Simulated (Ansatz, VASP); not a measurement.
# One calculation of InGa5P6, two programs

```
CELL_PARAMETERS angstrom
3.95884 -0.00007 0.00011
-0.00007 3.95883 -0.00004
-0.00040 -0.00093 16.66081
ATOMIC_POSITIONS crystal
In 0.49986 0.50014 0.49999
Ga 0.00004 0.99999 0.67564
Ga 0.00000 0.99990 0.32435
Ga 0.50006 0.49997 0.16215
Ga 0.00003 0.99995 0.00001
Ga 0.49999 0.50007 0.83787
P 0.49999 0.00011 0.40460
P 0.00004 0.49990 0.24319
P 0.50003 0.99998 0.08105
P 0.00000 0.49995 0.91896
P 0.50005 0.00005 0.75681
P 0.99988 0.49999 0.59539
```

Change from the starting cell: cell x1, atoms moved at random (sigma 0.05 Å) and cell strained at random (1.5 %), then relaxed without symmetry.

Alike in both runs: functional PBE; k mesh 4 × 4 × 1; occupations gaussian, width 0.1 eV; no spin polarisation.

Ansatz relaxed the structure, and its values are those at the end. VASP's run is a single point on that final structure, the one shown.

|  | VASP | Ansatz |
| --- | --- | --- |
| version | VASP 6.6.1 | Ansatz 0.2.0 |
| potentials or method | VASP PAW PBE potentials, release 64 (In_d, Ga_d, P), cutoff 520 eV | scalar-relativistic, plane waves, PAW |
| valence electrons in the cell | 108 | 108 |

|  | VASP | Ansatz | Ansatz less VASP |
| --- | --- | --- | --- |
| gap on the k mesh at the Fermi level (eV) | 1.24 | 1.24 | +0.003 |
| least direct gap on the mesh (eV) | 1.24 | 1.24 | +0.003 |
| pressure (GPa) | 0.0 | 0.0 | +0.02 |

The functional is the same, so the differences come from potentials, cutoffs and numerics.
